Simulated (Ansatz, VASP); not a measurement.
## SnTe: VASP beside Ansatz

The input INCAR:

```
SYSTEM = SnTe
PREC = Accurate
ENCUT = 600
EDIFF = 1E-6
ISMEAR = 0
SIGMA = 0.1
LREAL = .False.
LASPH = .True.
NELM = 100
ALGO = Normal
ISIF = 3
LWAVE = .False.
LCHARG = .False.
GGA = PE
IBRION = 2
NSW = 90
EDIFFG = -0.04
```

KPOINTS

```
Automatic mesh
0
Gamma
  6 4 4
  0 0 0
```

The input POSCAR:

```
SnTe
1.0
    2.7034621400      0.0000000000      0.0000000000
    0.0000000000      4.4794703800      0.0000000000
    0.0000000000      0.0000000000      4.9464416100
Sn Te
1 1
Direct
    0.5000000000      0.0000000000      0.0000000000
    0.0000000000      0.0000000000      0.5000000000
```

Input for Ansatz:

```yaml
crystal:
  lattice:
    - [2.70346214, 0.0, 0.0]
    - [0.0, 4.47947038, 0.0]
    - [0.0, 0.0, 4.94644161]
  atoms:
    - { symbol: Sn, position: [0.5, 0.0, 0.0] }
    - { symbol: Te, position: [0.0, 0.0, 0.5] }
basis:
  ecutwfc: 420
kpoints:
  mp_grid: { grid: [6, 4, 4] }
hamiltonian:
  xc: pbe
scf:
  occupations: { method: gaussian, width: 0.1 }
  lower_state_search: "off"
output:
  forces: true
  stress: true
  eigenvalues: true
relax:
  adjacent_minimum: "off"
  f_tol: 0.04
  max_steps: 70
  cell: { stress_tol: 0.4 }
```

Alike in both runs: task relaxation of cell and atoms; functional PBE; k mesh 6 × 4 × 4; occupations gaussian, width 0.1 eV; no spin polarisation.

|  | VASP | Ansatz |
| --- | --- | --- |
| version | VASP 6.6.1 | Ansatz 0.2.0 |
| potentials or method | VASP PAW PBE potentials, release 64 (Sn_d, Te), cutoff 600 eV | scalar-relativistic, plane waves, PAW |
| valence electrons in the cell | 20 | 30 |

VASP gave:

```
gap on the k mesh at the Fermi level, each at its own relaxed structure (eV) : none
relaxed volume (Å³/atom)                                                     : 31.27
relaxed length of the cell vector where the two differ most in proportion (Å)              : 4.463
```

Problem. Estimate Ansatz's values.

Solution. gap on the k mesh at the Fermi level, each at its own relaxed structure (eV): none; relaxed volume (Å³/atom): 31.35; relaxed length of the cell vector where the two differ most in proportion (Å): 4.484.

A gap of «none» marks a metal or a gap that the smearing closes. VASP's potentials hold 20 valence electrons a cell and Ansatz's 30, so a difference there can come from the potentials and not from the codes.

The k mesh is coarse, so the values compare programs but aren't converged. Spin-orbit coupling is off throughout.
